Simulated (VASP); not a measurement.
# Ir (I4/mmm) in VASP: a series of runs, part 2 of 2

VASP 6.6.1.

### 4 Single point, r2SCAN

This run uses another cell than the first one, of the same volume but with other edges.

POSCAR reads:

```
Ir
1.0
    0.0000000000      1.8596696490      2.0456366139
    1.8596696490      0.0000000000      2.0456366139
    1.8596696490      1.8596696490      0.0000000000
Ir
1
Direct
    0.0000000000      0.0000000000      0.0000000000
```

INCAR.step1 reads:

```
SYSTEM = Ir
  PREC = Accurate
  ENCUT = 620
  ISMEAR = 0
  SIGMA = 0.15
  LREAL = .FALSE.
  LASPH = .TRUE.
  NELM = 120
  NBANDS = 14
  GGA = PE
  ALGO = Normal
  EDIFF = 1E-5
  LWAVE = .TRUE.
  LCHARG = .FALSE.
  GGA_COMPAT = .FALSE.
```

INCAR.step2 reads:

```
SYSTEM = Ir
  PREC = Accurate
  ENCUT = 620
  EDIFF = 1E-6
  ISMEAR = 0
  SIGMA = 0.15
  LREAL = .FALSE.
  LASPH = .TRUE.
  NELM = 120
  ALGO = Normal
  ISIF = 2
  LWAVE = .FALSE.
  LCHARG = .FALSE.
  METAGGA = R2SCAN
  LMIXTAU = .TRUE.
  NBANDS = 14
  ISTART = 1
  GGA_COMPAT = .FALSE.
```

KPOINTS reads:

```
Automatic mesh
0
G
  24 24 24
  0 0 0
```

Potentials or basis: VASP PAW PBE potentials, release 64 (Ir_sv_GW).

Command:

```
$ cat potpaw_PBE.64/Ir_sv_GW/POTCAR > POTCAR
$ cp INCAR.step1 INCAR
$ mpirun -np 1 vasp_std > vasp.out
$ cp INCAR.step2 INCAR
$ mpirun -np 1 vasp_std > vasp.out
```

OUTCAR:

```text
SYSTEM = Ir
   PREC = Accurate
   ENCUT = 620
   EDIFF = 1E-6
   ISMEAR = 0
   LREAL = .FALSE.
   LASPH = .TRUE.
   NELM = 120
   ISIF = 2
   METAGGA = R2SCAN
   ISTART = 1

 ion  position               nearest neighbor table
   1  0.000  0.000  0.000-

  LATTYP: Found a body centered tetragonal cell.
 ALAT       =     2.6299700391
 C/A-ratio  =     1.5556349186

  Lattice vectors:

 A1 = (  -1.8596696490,   0.0000000000,   2.0456366139)
 A2 = (   1.8596696490,   0.0000000000,   2.0456366139)
 A3 = (   0.0000000000,   1.8596696490,  -2.0456366139)

Analysis of symmetry for initial positions (statically):
=====================================================================
 Subroutine PRICEL returns:
 Original cell was already a primitive cell.

 Routine SETGRP: Setting up the symmetry group for a
 body centered tetragonal supercell.

 Subroutine GETGRP returns: Found 16 space group operations
 (whereof 16 operations were pure point group operations)
 out of a pool of 16 trial point group operations.

The static configuration has the point symmetry D_4h.

Analysis of symmetry for dynamics (positions and initial velocities):
=====================================================================
 Subroutine PRICEL returns:
 Original cell was already a primitive cell.

 Routine SETGRP: Setting up the symmetry group for a
 body centered tetragonal supercell.

 Subroutine GETGRP returns: Found 16 space group operations
 (whereof 16 operations were pure point group operations)
 out of a pool of 16 trial point group operations.

The dynamic configuration has the point symmetry D_4h.

 Subroutine INISYM returns: Found 16 space group operations
 (whereof 16 operations are pure point group operations),
 and found     1 'primitive' translations

----------------------------------------------------------------------------------------

                                     Primitive cell

  volume of cell :      14.1491

[... 109 lines left out ...]
  Thomas-Fermi vector in A             =   2.813052
   LORBIT       =      0    0 simple, 1 ext, 2 COOP (PROOUT), +10 PAW based schemes
   METAGGA = R2SCAN    functional components
   LHFCALC =     F    Hartree Fock is set to
   AEXX    =    0.0000 exact exchange contribution
   IVDW    =     0    specifies the selected vdW correction
   LEPSILON=     F    determine dielectric tensor
   LRPA    =     F    only Hartree local field effects (RPA)
 non-spin polarized calculation
 Gauss-broadening in eV      SIGMA  =   0.15
  energy-cutoff  :      620.00
  volume of cell :       14.15
 maximum number of plane-waves:       513
   NGX = 11   NGY = 11   NGZ = 11

 number of electron      17.0000000 magnetization

 Free energy of the ion-electron system (eV)
  ---------------------------------------------------
  ext. energy  EPLUGINS =         0.00000000
  ---------------------------------------------------
  free energy    TOTEN  =       -52.80572068 eV

  energy without entropy =      -52.79404346  energy(sigma->0) =      -52.79988207

 E-fermi :  12.6391     XC(G=0): -15.8931

 val. band max:       12.6358273350   @ k =   0.3333   0.0417   0.1250
 cond. band min:      12.6396847283   @ k =  -0.1667   0.1667   0.1250
 fundamental gap:      0.0038573933
 Fermi energy:        12.6391364934

 k-point     1 :       0.0000    0.0000    0.0000
  band No.  band energies     occupation
      1     -82.3776      2.00000
      2     -38.2345      2.00000
      3     -38.1368      2.00000
      4     -38.1368      2.00000
      5       1.1681      2.00000
      6       7.8061      2.00000
      7       9.1915      2.00000
      8       9.1915      2.00000
      9      10.4202      2.00000
     10      12.2144      1.99994
     11      27.0924      0.00000
     12      30.8550      0.00000
     13      33.7639      0.00000
     14      33.7639      0.00000
[... 377 lines left out ...]
      1     -82.3034      2.00000
      2     -38.9925      2.00000
      3     -38.3801      2.00000
      4     -38.2003      2.00000
      5       4.3524      2.00000
      6       7.8514      2.00000
      7       9.3154      2.00000
      8      11.2132      2.00000
      9      13.2585      0.00000
     10      13.7951      0.00000
     11      21.1569      0.00000
     12      26.7673      0.00000
     13      32.7892      0.00000
     14      33.6745      0.00000

 [... further k-points ...]
[... 5 lines left out ...]
  --------------------------------------------------------------------------------------
  -------------------------------------------------------------------------------------
  Total        1.3696442      1.3696442     -1.9633161      0.0000000     -0.0000000     -0.0000000
  in kB      155.0915970    155.0915970   -222.3159950      0.0000000     -0.0000000     -0.0000000
  external PRESSURE =      29.2890663 kB  Pullay stress =       0.0000000 kB

 VOLUME and BASIS-vectors are now :
 -----------------------------------------------------------------------------
  energy-cutoff  :      620.00
  volume of cell :       14.15
      direct lattice vectors                 reciprocal lattice vectors
     0.000000000  1.859669649  2.045636614    -0.268864957  0.268864957  0.244422688
     1.859669649  0.000000000  2.045636614     0.268864957 -0.268864957  0.244422688
     1.859669649  1.859669649  0.000000000     0.268864957  0.268864957 -0.244422688

 POSITION                                       TOTAL-FORCE (eV/Angst)
 -----------------------------------------------------------------------------------
      0.00000      0.00000      0.00000        -0.000000      0.000000      0.000000
 -----------------------------------------------------------------------------------
    total drift:                                0.000000      0.000000      0.000000

  FREE ENERGIE OF THE ION-ELECTRON SYSTEM (eV)
  ---------------------------------------------------
  free  energy   TOTEN  =       -52.8057206764 eV

  energy  without entropy=      -52.7940434648  energy(sigma->0) =      -52.79988207
```

OUTCAR.step1:

```text
SYSTEM = Ir
   PREC = Accurate
   ENCUT = 620
   ISMEAR = 0
   LREAL = .FALSE.
   LASPH = .TRUE.
   NELM = 120
[... 625 lines left out ...]
 -----------------------------------------------------------------------------------
      0.00000      0.00000      0.00000         0.000000      0.000000      0.000000
 -----------------------------------------------------------------------------------
    total drift:                                0.000000      0.000000     -0.000000

  FREE ENERGIE OF THE ION-ELECTRON SYSTEM (eV)
  ---------------------------------------------------
  free  energy   TOTEN  =        -9.3123044878 eV

  energy  without entropy=       -9.3001560638  energy(sigma->0) =       -9.30623028
```

OSZICAR.step1:

```text
N       E                     dE             d eps       ncg     rms          rms(c)
DAV:   1     0.130612339363E+03    0.13061E+03   -0.12543E+04 30322   0.144E+03
DAV:   2    -0.832487468870E+01   -0.13894E+03   -0.13327E+03 37420   0.429E+02
DAV:   3    -0.103777529196E+02   -0.20529E+01   -0.20459E+01 32914   0.496E+01
DAV:   4    -0.103812162116E+02   -0.34633E-02   -0.34632E-02 35722   0.249E+00
DAV:   5    -0.103812241619E+02   -0.79503E-05   -0.79503E-05 33250   0.114E-01    0.697E+01
DAV:   6    -0.940576648555E+01    0.97546E+00   -0.13166E+00 30964   0.124E+01    0.374E+01
DAV:   7    -0.932855587997E+01    0.77211E-01   -0.41094E-01 34186   0.650E+00    0.649E+00
DAV:   8    -0.931240298481E+01    0.16153E-01   -0.62035E-02 29992   0.311E+00    0.600E-01
DAV:   9    -0.931239448897E+01    0.84958E-05   -0.77144E-04 33772   0.350E-01    0.277E-01
DAV:  10    -0.931230337667E+01    0.91112E-04   -0.14398E-04 32974   0.175E-01    0.208E-01
DAV:  11    -0.931230448782E+01   -0.11111E-05   -0.61906E-06 16202   0.326E-02
   1 F= -.93123045E+01 E0= -.93062303E+01  d E =-.121484E-01
```

Wall time 8.2 min (1 thread of Intel Xeon Platinum 8488C (Sapphire Rapids), shared host); peak memory 0.4 GiB.

What came out:

* Free energy: -52.8057 eV
* Pressure: 2.9 GPa
* Band gap on the k mesh: zero (an odd number of electrons rules out a gap without spin polarisation)

Stress tensor (GPa, compression positive):
```
 15.51   0.00   0.00
  0.00  15.51   0.00
  0.00   0.00 -22.23
```

Caveat: the stress differs along the axes, from -22 to 16 GPa; the PAW data sets were made with another functional, which shifts forces and pressure a little; spin-orbit coupling is left out, which moves the levels of the heavy elements.

### 5 Single point, r2SCAN

This run uses another cell than the first one, of the same volume but with other edges.

POSCAR reads:

```
Ir
1.0
    0.0000000000      2.0265643084      1.7225796622
    2.0265643084      0.0000000000      1.7225796622
    2.0265643084      2.0265643084      0.0000000000
Ir
1
Direct
    0.0000000000      0.0000000000      0.0000000000
```

INCAR.step1 reads:

```
  PREC = Accurate
  ENCUT = 620
  ISMEAR = 0
  SIGMA = 0.15
  LREAL = False
  LASPH = True
  NELM = 120
  NBANDS = 14
  GGA = PE
  ALGO = Normal
  EDIFF = 1E-5
  LWAVE = True
  LCHARG = False
  GGA_COMPAT = False
```

INCAR.step2 reads:

```
  PREC = Accurate
  ENCUT = 620
  EDIFF = 1E-6
  ISMEAR = 0
  SIGMA = 0.15
  LREAL = False
  LASPH = True
  NELM = 120
  ALGO = Normal
  ISIF = 2
  LWAVE = False
  LCHARG = False
  METAGGA = R2SCAN
  LMIXTAU = True
  NBANDS = 14
  ISTART = 1
  GGA_COMPAT = False
```

KPOINTS reads:

```
regular mesh
0
Gamma
  24 24 24
```

Command:

```
$ cat potpaw_PBE.64/Ir_sv_GW/POTCAR > POTCAR
$ cp INCAR.step1 INCAR
$ mpirun -np 1 vasp_std > vasp.out
$ cp INCAR.step2 INCAR
$ mpirun -np 1 vasp_std > vasp.out
```

Wall time 10 min (1 thread of AMD EPYC 9R45 (Zen 5), shared host); peak memory 0.36 GiB.

It converged, with:

```yaml
Free_energy: -52.6482 eV
Pressure: 5.5 GPa
Band_gap_on_the_k_mesh: zero (an odd number of electrons rules out a gap without spin polarisation)
```

Stress tensor (GPa, compression positive):
```
-10.82   0.00   0.00
  0.00 -10.82   0.00
  0.00   0.00  38.24
```

Levels at points of the mesh, in eV from the Fermi level:
| k point | band 4 | band 5 | band 6 | band 7 | band 8 | band 9 | band 10 | band 11 | band 12 | band 13 |
| --- | --- | --- | --- | --- | --- | --- | --- | --- | --- | --- |
| (0.00, 0.00, 0.00) | -50.61 | -11.40 | -4.33 | -4.33 | -2.63 | -2.43 | -0.25 | 14.87 | 18.46 | 18.46 |
| (0.50, 0.00, 0.00) | -50.70 | -8.28 | -5.13 | -2.70 | -0.52 | 0.31 | 1.71 | 8.02 | 13.77 | 18.93 |
| (0.50, 0.50, 0.00) | -51.23 | -7.94 | -7.70 | 0.98 | 1.71 | 1.71 | 4.52 | 10.24 | 10.24 | 14.26 |
| (0.50, 0.00, 0.50) | -50.87 | -8.15 | -7.16 | 0.52 | 0.63 | 0.74 | 2.34 | 9.86 | 12.35 | 14.47 |

Caveat: the stress differs along the axes, from -11 to 38 GPa; the PAW data sets were made with another functional, which shifts forces and pressure a little; spin-orbit coupling is left out, which moves the levels of the heavy elements.

### 6 Summary

```csv
cell,gap on the mesh (eV),pressure (GPa)
"a = 2.885, b = 2.885, c = 2.488 Å, angles 64.5, 64.5, 51.1°, 1 atom",none,19.6
"a = 2.643, b = 2.643, c = 3.134 Å, angles 53.6, 53.6, 72.7°, 1 atom",none,11.7
"a = 2.765, b = 2.765, c = 2.630 Å, angles 61.6, 61.6, 56.8°, 1 atom",none,2.9
"a = 2.660, b = 2.660, c = 2.866 Å, angles 57.4, 57.4, 65.2°, 1 atom",none,5.5
```

Alike in all rows: task single point; level r2SCAN; potentials or basis VASP PAW PBE potentials, release 64 (Ir_sv_GW); no spin polarisation; k mesh 24 × 24 × 24; cutoff (eV) 620; smearing gaussian 0.15 eV.

Caveats: the PAW data sets were made with another functional, which shifts forces and pressure a little; spin-orbit coupling is left out, which moves the levels of the heavy elements; the stress differs along the axes, from -35 to 47 GPa (at least some runs); the stress differs along the axes, from -15 to 25 GPa (at least some runs); the stress differs along the axes, from -22 to 16 GPa (at least some runs); the stress differs along the axes, from -11 to 38 GPa (at least some runs).

Total energies depend on the potentials used, so only differences within one code and one set of settings carry meaning.
